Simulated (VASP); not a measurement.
A run of VASP 6.6.1 is set up as follows.

The input INCAR:

```
SYSTEM = Fe
  PREC = Accurate
  ENCUT = 520
  EDIFF = 1E-6
  ISMEAR = 0
  SIGMA = 0.1
  LREAL = .False.
  LASPH = .True.
  NELM = 150
  ALGO = Normal
  ISIF = 2
  LWAVE = .False.
  LCHARG = .False.
  ISPIN = 2
  MAGMOM = 2.44 2.44
  LORBIT = 11
  LMAXMIX = 4
  GGA = PE
  NBANDS = 19
```

Contents of KPOINTS:

```
Automatic mesh
0
Gamma
  14 14 14
  0 0 0
```

POSCAR

```
Fe
1.0
    2.7042604348      0.0000000000      0.0000000000
    0.0000000000      2.7042604348      0.0000000000
    0.0000000000      0.0000000000      2.9081418498
Fe
2
Direct
    0.0000000000      0.0000000000      0.0000000000
    0.5000000000      0.5000000000      0.5000000000
```

Potentials or basis: VASP PAW PBE potentials, release 64 (Fe).

Launch:

```sh
$ cat potpaw_PBE.64/Fe/POTCAR > POTCAR
$ mpirun -np 1 vasp_std > vasp.out
```

Problem. Predict the net moment.

Solution. 4.18 μB per cell.

Problem. Estimate the site moments.

Solution. Fe +2.08 μB.

Problem. Predict the pressure.

Solution. 15.2 GPa.

Stress tensor (GPa, compression positive):
```
18.67  0.00  0.00
 0.00 18.67  0.00
 0.00  0.00  8.18
```

Caveat: the cell differs from its parent crystal (biaxial strain in the a-b plane: -4.5 %); the stress differs along the axes, from 8 to 19 GPa.
